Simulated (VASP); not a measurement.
# InGa2P3 (P3m1) in VASP: a series of runs

InGa2P3 is run at these levels: PBE; tasks: single point.

Everything below comes from runs of VASP 6.6.1. Logs are shortened: lines on timing, memory, paths and dates and some standing lists are left out, and cuts for length are marked.

## Step 1: The cell of the first run

Symmetry: P3m1, No. 156, trigonal system. Conventional cell: a = 3.867 Å, b = 3.867 Å, c = 9.473 Å, α = 90.00°, β = 90.00°, γ = 120.00°. In (site symmetry 3m) has 4 P at 2.37 Å within 3.1 Å. Within 3.1 Å of Ga (site symmetry 3m) lie 4 P at 2.37 Å. Within 3.1 Å of Ga (site symmetry 3m) lie 4 P at 2.37 Å. Within 3.1 Å of P (site symmetry 3m) lie 3 In at 2.37 Å and 1 Ga at 2.37 Å. Within 3.1 Å of P (site symmetry 3m) lie 3 Ga at 2.37 Å and 1 In at 2.37 Å. P (site symmetry 3m) has 4 Ga at 2.37 Å within 3.1 Å.

## Step 2: Single point, PBE

INCAR

```
SYSTEM = InGa2P3
  PREC = Accurate
  ENCUT = 520
  EDIFF = 1E-6
  ISMEAR = 0
  SIGMA = 0.1
  LREAL = .False.
  LASPH = .True.
  NELM = 100
  ALGO = Normal
  ISIF = 2
  LWAVE = .False.
  LCHARG = .False.
  GGA = PE
  NBANDS = 36
```

KPOINTS

```
regular mesh
0
Gamma
  6 6 2
  0 0 0
```

POSCAR

```
InGa2P3
1.0
    3.8674074100      0.0000000000      0.0000000000
   -1.9337037100      3.3492730700      0.0000000000
    0.0000000000      0.0000000000      9.4731747900
In Ga P
1 2 3
Direct
    0.3333333300      0.6666666700      0.6666666700
    0.0000000000      0.0000000000      0.0000000000
    0.6666666700      0.3333333300      0.3333333300
    0.0000000000      0.0000000000      0.7500000000
    0.3333333300      0.6666666700      0.4166666700
    0.6666666700      0.3333333300      0.0833333300
```

Potentials or basis: VASP PAW PBE potentials, release 64 (In_d, Ga_d, P).

On the command line:

```sh
cat potpaw_PBE.64/In_d/POTCAR potpaw_PBE.64/Ga_d/POTCAR potpaw_PBE.64/P/POTCAR > POTCAR
mpirun -np 1 vasp_std > vasp.out
```

OUTCAR:

```text
SYSTEM = InGa2P3
   PREC = Accurate
   ENCUT = 520
   EDIFF = 1E-6
   ISMEAR = 0
   LREAL = .False.
   LASPH = .True.
   NELM = 100
   ISIF = 2
   GGA = PE

 ion  position               nearest neighbor table
   1  0.333  0.667  0.667-   4 2.37   4 2.37   5 2.37   4 2.37
   2  0.000  0.000  0.000-   6 2.37   6 2.37   4 2.37   6 2.37
   3  0.667  0.333  0.333-   5 2.37   6 2.37   5 2.37   5 2.37
   4  0.000  0.000  0.750-   1 2.37   1 2.37   2 2.37   1 2.37
   5  0.333  0.667  0.417-   3 2.37   1 2.37   3 2.37   3 2.37
   6  0.667  0.333  0.083-   2 2.37   2 2.37   3 2.37   2 2.37

  LATTYP: Found a hexagonal cell.
 ALAT       =     3.8674074100
 C/A-ratio  =     2.4494897449

  Lattice vectors:

 A1 = (   3.8674074100,   0.0000000000,   0.0000000000)
 A2 = (  -1.9337037100,   3.3492730700,   0.0000000000)
 A3 = (   0.0000000000,   0.0000000000,   9.4731747900)

Analysis of symmetry for initial positions (statically):
=====================================================================
 Subroutine PRICEL returns:
 Original cell was already a primitive cell.

 Routine SETGRP: Setting up the symmetry group for a
 hexagonal supercell.

 Subroutine GETGRP returns: Found  6 space group operations
 (whereof  6 operations were pure point group operations)
 out of a pool of 24 trial point group operations.

The static configuration has the point symmetry C_3v.

Analysis of symmetry for dynamics (positions and initial velocities):
=====================================================================
 Subroutine PRICEL returns:
 Original cell was already a primitive cell.

 Routine SETGRP: Setting up the symmetry group for a
 hexagonal supercell.

 Subroutine GETGRP returns: Found  6 space group operations
 (whereof  6 operations were pure point group operations)
 out of a pool of 24 trial point group operations.

The dynamic configuration has the point symmetry C_3v.

 Subroutine INISYM returns: Found  6 space group operations
 (whereof  6 operations are pure point group operations),
 and found     1 'primitive' translations

----------------------------------------------------------------------------------------

                                     Primitive cell

  volume of cell :     122.7061

  direct lattice vectors                    reciprocal lattice vectors
     3.867407410  0.000000000  0.000000000     0.258571155  0.149286126  0.000000000
[... 86 lines left out ...]
   NSW    =      0    number of steps for IOM
   IBRION =     -1    ionic relax: 0-MD 1-quasi-New 2-CG
   NFREE  =      0    steps in history (QN), initial steepest desc. (CG)
   ISIF   =      2    stress and relaxation
   ISYM   =      2    0-nonsym 1-usesym 2-fastsym
   POTIM  = 0.5000    time-step for ionic-motion
   TEBEG  =    0.0;   TEEND  =   0.0 temperature during run
   PSTRESS=    0.0 pullay stress
   NELECT =      54.0000    total number of electrons
   NUPDOWN=      -1.0000    fix difference up-down
   EMIN   =  10.00;   EMAX   =-10.00  energy-range for DOS
   EFERMI =   0.00;   METHOD = LEGACY
   ISMEAR =     0;   SIGMA  =   0.10  broadening in eV -4-tet -1-fermi 0-gaus
   EFERMI_NEDOS =   21; number of points for ismear=-14 and -15
   IALGO  =     38    algorithm
   IMIX   =      4    mixing-type and parameters
     AMIX     =   0.40;   BMIX     =  1.00
     AMIX_MAG =   1.60;   BMIX_MAG =  1.00
  volume/ion in A,a.u.               =      20.45       138.01
  Fermi-wavevector in a.u.,A,eV,Ry     =   1.245233  2.353150 21.097276  1.550606
  Thomas-Fermi vector in A             =   2.379465
   LORBIT       =      0    0 simple, 1 ext, 2 COOP (PROOUT), +10 PAW based schemes
   GGA     = PE    functional components
   LHFCALC =     F    Hartree Fock is set to
   AEXX    =    0.0000 exact exchange contribution
   IVDW    =     0    specifies the selected vdW correction
   LEPSILON=     F    determine dielectric tensor
   LRPA    =     F    only Hartree local field effects (RPA)
 non-spin polarized calculation
 Gauss-broadening in eV      SIGMA  =   0.10
  energy-cutoff  :      520.00
  volume of cell :      122.71
 maximum number of plane-waves:      3339
 NGX is ok and might be reduce to    30
   NGX = 15   NGY = 15   NGZ = 35

 number of electron      54.0000012 magnetization

 Free energy of the ion-electron system (eV)
  ---------------------------------------------------
  ext. energy  EPLUGINS =         0.00000000
  ---------------------------------------------------
  free energy    TOTEN  =       -25.82659551 eV

  energy without entropy =      -25.82659551  energy(sigma->0) =      -25.82659551

 E-fermi :   6.1533     XC(G=0):  -9.9363

 val. band max:        5.6608183413   @ k =   0.0000   0.0000   0.0000
 cond. band min:       7.1627719280   @ k =   0.0000   0.0000   0.0000
 fundamental gap:      1.5019535868
 Fermi energy:         6.1533404447

 k-point     1 :       0.0000    0.0000    0.0000
  band No.  band energies     occupation
      1      -9.1355      2.00000
      2      -9.0970      2.00000
      3      -9.0572      2.00000
      4      -9.0572      2.00000
      5      -9.0106      2.00000
      6      -8.9957      2.00000
[... 535 lines left out ...]
     35      11.8186      0.00000
     36      12.0576      0.00000

------------------------ aborting loop because EDIFF is reached ----------------------------------------

  FORCE on cell =-STRESS in cart. coord.  units (eV):
  Direction    XX          YY          ZZ          XY          YZ          ZX
  --------------------------------------------------------------------------------------
  -------------------------------------------------------------------------------------
  Total        7.8100583      7.8100583      7.5489811     -0.0000000      0.0000000     -0.0000000
  in kB      101.9761997    101.9762001     98.5673058     -0.0000002      0.0000000     -0.0000000
  external PRESSURE =     100.8399018 kB  Pullay stress =       0.0000000 kB

 VOLUME and BASIS-vectors are now :
 -----------------------------------------------------------------------------
  energy-cutoff  :      520.00
  volume of cell :      122.71
      direct lattice vectors                 reciprocal lattice vectors
     3.867407410  0.000000000  0.000000000     0.258571155  0.149286126  0.000000000
    -1.933703710  3.349273070  0.000000000     0.000000000  0.298572251  0.000000000
     0.000000000  0.000000000  9.473174790     0.000000000  0.000000000  0.105561232

 POSITION                                       TOTAL-FORCE (eV/Angst)
 -----------------------------------------------------------------------------------
     -0.00000      2.23285      6.31545         0.000000      0.000000      0.163733
      0.00000      0.00000      0.00000        -0.000000      0.000000      0.005401
      1.93370      1.11642      3.15772         0.000000     -0.000000     -0.187123
      0.00000      0.00000      7.10488        -0.000000      0.000000      1.847204
     -0.00000      2.23285      3.94716        -0.000000      0.000000     -1.840002
      1.93370      1.11642      0.78943        -0.000000      0.000000      0.010786
 -----------------------------------------------------------------------------------
    total drift:                               -0.000002      0.000001      0.001502

  FREE ENERGIE OF THE ION-ELECTRON SYSTEM (eV)
  ---------------------------------------------------
  free  energy   TOTEN  =       -25.8265955057 eV

  energy  without entropy=      -25.8265955057  energy(sigma->0) =      -25.82659551
```

OSZICAR:

```text
N       E                     dE             d eps       ncg     rms          rms(c)
DAV:   1     0.465183436412E+03    0.46518E+03   -0.25148E+04  1064   0.212E+03
DAV:   2     0.414247758406E+02   -0.42376E+03   -0.40863E+03  1060   0.519E+02
DAV:   3    -0.232664533953E+02   -0.64691E+02   -0.63066E+02  1124   0.170E+02
DAV:   4    -0.268056782490E+02   -0.35392E+01   -0.35176E+01  1356   0.387E+01
DAV:   5    -0.269018116671E+02   -0.96133E-01   -0.96028E-01  1428   0.677E+00    0.104E+01
DAV:   6    -0.259211030393E+02    0.98071E+00   -0.17153E+00  1448   0.169E+01    0.581E+00
DAV:   7    -0.258306168180E+02    0.90486E-01   -0.10066E+00  1476   0.589E+00    0.198E+00
DAV:   8    -0.258266997350E+02    0.39171E-02   -0.16108E-01  1372   0.429E+00    0.631E-01
DAV:   9    -0.258259579338E+02    0.74180E-03   -0.15369E-02  1420   0.190E+00    0.416E-01
DAV:  10    -0.258263387863E+02   -0.38085E-03   -0.27630E-03  1548   0.445E-01    0.335E-01
DAV:  11    -0.258266128998E+02   -0.27411E-03   -0.93622E-04  1228   0.234E-01    0.246E-01
DAV:  12    -0.258265796490E+02    0.33251E-04   -0.24378E-04  1240   0.133E-01    0.424E-02
DAV:  13    -0.258265823023E+02   -0.26533E-05   -0.27073E-05  1332   0.261E-02    0.528E-02
DAV:  14    -0.258265898266E+02   -0.75243E-05   -0.91754E-06  1076   0.260E-02    0.218E-02
DAV:  15    -0.258265920030E+02   -0.21764E-05   -0.26459E-06  1080   0.246E-02    0.493E-02
DAV:  16    -0.258265934778E+02   -0.14747E-05   -0.77208E-07   740   0.104E-02    0.678E-02
DAV:  17    -0.258265949451E+02   -0.14673E-05   -0.84774E-07   664   0.627E-03    0.784E-02
DAV:  18    -0.258265955057E+02   -0.56054E-06   -0.32229E-07   640   0.431E-03
   1 F= -.25826596E+02 E0= -.25826596E+02  d E =-.462822E-13
```

stdout:

```text
POSCAR found type information on POSCAR InGaP
 POSCAR found :  3 types and       6 ions
 scaLAPACK will be used
 LDA part: xc-table for (Slater+PW92), standard interpolation
 POSCAR, INCAR and KPOINTS ok, starting setup
 FFT: planning ... GRIDC
 FFT: planning ... GRID_SOFT
 FFT: planning ... GRID
 WAVECAR not read
 entering main loop
```

It took 43 s on 1 thread of Intel Xeon Platinum 8559C (Emerald Rapids), shared host; peak memory 0.26 GiB.

Results:

```yaml
Free_energy: -25.8266 eV
Pressure: 10.1 GPa
Largest_force: 1.847 eV/Å
Band_gap_on_the_k_mesh: 1.50 eV, direct
```

Forces in eV/Å, atoms in the order of the input:
```
In   0.000  0.000  0.164
Ga   0.000  0.000  0.005
Ga   0.000  0.000 -0.187
P    0.000  0.000  1.847
P    0.000  0.000 -1.840
P    0.000  0.000  0.011
```

Levels at points of the mesh, in eV from the valence-band top:
| k point | band 25 | band 26 | band 27 | band 28 | band 29 | band 30 |
| --- | --- | --- | --- | --- | --- | --- |
| (0.00, 0.00, 0.00) | -0.04 | 0.00 | 0.00 | 1.50 | 1.70 | 2.38 |
| (0.50, 0.00, 0.00) | -2.65 | -1.79 | -1.69 | 1.52 | 1.80 | 2.50 |
| (0.00, 0.00, 0.50) | -0.55 | -0.27 | -0.27 | 1.59 | 2.12 | 2.74 |
| (0.50, 0.00, 0.50) | -2.47 | -1.21 | -1.21 | 1.57 | 1.90 | 2.23 |

Caveat: spin-orbit coupling is left out, which moves the levels of the heavy elements; forces of over 1 eV/Å act on the atoms, so gaps and moduli don't describe the material at rest. PBE gaps usually lie below the measured ones, often by a third to a half.

## Step 3: Single point, PBE

This run uses another cell than the first one, of 22.69 Å³/atom, 1.109 times its volume.

INCAR

```
SYSTEM = InGa2P3
PREC = Accurate ; ENCUT = 520
EDIFF = 1E-6 ; ISMEAR = 0
SIGMA = 0.1 ; LREAL = .FALSE.
LASPH = .TRUE. ; NELM = 60
ALGO = Normal ; ISIF = 2
LWAVE = .FALSE. ; LCHARG = .TRUE.
GGA = PE ; LELF = .TRUE.
LVHAR = .TRUE. ; NBANDS = 36
```

KPOINTS

```
regular mesh
0
G
  6 6 2
  0 0 0
```

POSCAR

```
InGa2P3
1.0
    3.9992811696      0.0000000030      0.0000000000
   -1.9996405874      3.4634790883      0.0000000000
    0.0000000000      0.0000000000      9.8269018661
In Ga P
1 2 3
Direct
    0.3333333333      0.6666666667      0.6651865338
    0.0000000000      0.0000000000      0.0066465815
    0.6666666667      0.3333333333      0.3263185237
    0.0000000000      0.0000000000      0.7650341070
    0.3333333333      0.6666666667      0.4034357835
    0.6666666667      0.3333333333      0.0833784706
```

Potentials or basis: VASP PAW PBE potentials, release 64 (In_d, Ga_d, P).

On the command line:

```sh
cat potpaw_PBE.64/In_d/POTCAR potpaw_PBE.64/Ga_d/POTCAR potpaw_PBE.64/P/POTCAR > POTCAR
mpirun -np 1 vasp_std > vasp.out
```

Run time: 45 s. Hardware: 1 thread of Intel Xeon Platinum 8559C (Emerald Rapids), shared host; peak memory 0.28 GiB.

It converged, with:

```yaml
Free_energy: -26.4450 eV
Pressure: 0.0 GPa
Largest_force: 0.013 eV/Å
Band_gap_on_the_k_mesh: 0.78 eV, direct
```

Forces on the atoms (eV/Å):
```
In   0.000  0.000 -0.004
Ga   0.000  0.000 -0.013
Ga   0.000  0.000 -0.013
P    0.000  0.000  0.004
P    0.000  0.000  0.013
P    0.000  0.000  0.012
```

Stress tensor (GPa, compression positive):
```
 0.03  0.00  0.00
 0.00  0.03  0.00
 0.00  0.00 -0.07
```

Levels at points of the mesh, in eV from the valence-band top:
```csv
k point,band 23,band 24,band 25,band 26,band 27,band 28,band 29,band 30,band 31,band 32
"(0.00, 0.00, 0.00)",-0.85,-0.85,-0.21,0.00,0.00,0.78,1.10,2.09,3.74,3.74
"(0.50, 0.00, 0.00)",-2.63,-2.52,-2.41,-1.75,-1.33,1.55,1.75,2.24,2.81,4.28
"(0.00, 0.00, 0.50)",-1.27,-0.66,-0.66,-0.15,-0.15,1.08,1.52,2.49,4.01,4.05
"(0.50, 0.00, 0.50)",-3.12,-2.50,-2.12,-1.18,-1.05,1.28,1.71,2.36,3.23,3.36
```

Caveat: spin-orbit coupling is left out, which moves the levels of the heavy elements.
